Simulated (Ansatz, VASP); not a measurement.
## Al in VASP and in Ansatz

```
CELL_PARAMETERS angstrom
-0.21426 -0.12624 -2.80466
2.33714 -4.05106 0.00304
-6.63934 -3.83123 -0.73465
ATOMIC_POSITIONS crystal
Al 0.11168 0.00001 0.02743
Al 0.88833 0.49999 0.47257
Al 0.22167 0.49999 0.80590
Al 0.44500 0.00000 0.36077
Al 0.77834 0.00000 0.69410
Al 0.55499 0.50001 0.13923
```

Change from the starting cell: omega type (P6/mmm, No. 191); cell x2, atoms moved at random (sigma 0.15 Å) and cell strained at random (1.5 %), then relaxed without symmetry.

Alike in both runs: functional PBE; k mesh 8 × 6 × 4; occupations gaussian, width 0.1 eV; no spin polarisation.

Ansatz relaxed the structure, and its values are those at the end. VASP's run is a single point on that final structure, the one shown.

|  | VASP | Ansatz |
| --- | --- | --- |
| version | VASP 6.6.1 | Ansatz 0.2.0 |
| potentials or method | VASP PAW PBE potentials, release 64 (Al), cutoff 520 eV | scalar-relativistic, plane waves, PAW |
| valence electrons in the cell | 18 | 18 |

|  | VASP | Ansatz | Ansatz less VASP |
| --- | --- | --- | --- |
| gap on the k mesh at the Fermi level (eV) | none | none | - |
| pressure (GPa) | 0.0 | 0.0 | +0.03 |

A gap of «none» marks a metal or a gap that the smearing closes. The functional is the same, so the differences come from potentials, cutoffs and numerics.
